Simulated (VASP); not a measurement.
**Ba2TiO4: relaxation of cell and atoms with PBEsol**

The system is Ba2TiO4.

```xyz
7
Lattice="3.9821 0.0000 0.0000 0.0000 3.9821 0.0000 0.0000 0.0000 8.7881" Properties=species:S:1:pos:R:3 pbc="T T T"
Ba    0.0000    0.0000    6.3764
Ba    0.0000    0.0000    2.4117
Ti    1.9910    1.9910    4.3941
O     0.0000    1.9910    4.3941
O     1.9910    1.9910    6.3856
O     1.9910    1.9910    2.4025
O     1.9910    0.0000    4.3941
```

```yaml
Program: VASP 6.6.1
Task: relaxation of cell and atoms
Functional: PBEsol
Potentials_or_basis: VASP PAW PBE potentials, release 64 (Ba_sv, Ti_sv, O)
Cutoff: 600 eV
k_mesh: 5 × 5 × 2
Occupations: fermi-dirac, width 0.02 eV
Spin: no spin polarisation
Target_pressure: 30 GPa
Dipole_correction: no
Further_INCAR_settings: ALGO = Normal; EDIFF = 1e-07; IBRION = 2; EDIFFG = -0.05; NSW = 80; ISIF = 3
```

```yaml
Relaxed_volume: 13.34 Å³/atom
Relaxed_cell: a = 3.718 Å, b = 3.718 Å, c = 6.754 Å, α = 90.00°, β = 90.00°, γ = 90.00°
Space_group_after_relaxing_to_0.05_Å: P4/mmm (No. 123)
Energy_change_on_relaxing_the_enthalpy_is_what_falls: +293.0 meV/atom
Ionic_steps: 17
Pressure_after_relaxing: 30.5 GPa
Largest_force_after_relaxing: 0.046 eV/Å
Band_gap_on_the_k_mesh: 1.41 eV, indirect (least direct gap 1.45 eV)
```

Forces on the atoms (eV/Å):
```
Ba   0.000  0.000  0.035
Ba   0.000  0.000 -0.035
Ti   0.000  0.000  0.000
O    0.000  0.000  0.000
O    0.000  0.000 -0.046
O    0.000  0.000  0.046
O    0.000  0.000  0.000
```

The path:
```
step  energy change (eV)  largest force (eV/Å)  pressure (GPa)  volume (Å³)
   1              0.0000                0.4036           -3.64       139.35
   2             30.9488               16.6948          271.11        70.90
   3              1.0780                1.7913           22.19       115.43
   4              1.4532                2.1107           26.60       113.00
   5              1.7253                2.3242           29.61       111.47
   6              1.6303                1.9760           29.50       107.15
   7              2.1298                0.6462           34.29        94.49
   8             60.8921              162.2717          272.96        70.50
   9              3.3178                3.6416           49.38        94.15
  10              5.6923                4.0108           67.88        82.11
  11              3.7213                3.3265           54.43        89.59
  12              4.2456                2.5560           58.93        85.83
  13              3.8336                1.5160           52.32        86.55
  14              3.6889                1.8486           48.39        87.04
  15              3.2556                1.3088           43.96        88.39
  16              2.2216                0.1366           32.54        92.50
  17              2.0507                0.0457           30.49        93.36
```

Final structure:
```yaml
crystal:
  lattice:
    - [3.71795, 0.00000, 0.00000]
    - [0.00000, 3.71795, 0.00000]
    - [0.00000, 0.00000, 6.75395]
  atoms:
    - { symbol: Ba, position: [0.00000, 0.00000, 0.77574] }
    - { symbol: Ba, position: [0.00000, 0.00000, 0.22426] }
    - { symbol: Ti, position: [0.50000, 0.50000, 0.50000] }
    - { symbol: O, position: [0.00000, 0.50000, 0.50000] }
    - { symbol: O, position: [0.50000, 0.50000, 0.78698] }
    - { symbol: O, position: [0.50000, 0.50000, 0.21302] }
    - { symbol: O, position: [0.50000, 0.00000, 0.50000] }
```

Levels at points of the mesh, in eV from the valence-band top:
```csv
k point,band 25,band 26,band 27,band 28,band 29,band 30,band 31,band 32
"(0.00, 0.00, 0.00)",-1.27,-0.46,-0.46,-0.05,1.41,2.76,2.83,2.83
"(0.00, 0.00, 0.50)",-1.39,-1.39,-0.32,-0.32,1.41,2.49,2.49,3.89
```

Run time: 17 min on 1 thread of Intel Xeon 6975P-C, with other jobs on the host, peak memory 0.32 GiB.

Caveat: the cell is relaxed towards a set pressure, so the enthalpy falls and the energy may rise; the volume moved by over 15 % at a fixed basis, so the end points are rough; the PAW data sets were made with another functional, which shifts forces and pressure a little; spin-orbit coupling is left out, which moves the levels of the heavy elements; the relaxation stopped at a loose force limit of 0.05 eV/Å, so its end isn't a converged minimum. A k mesh can miss the band edges.
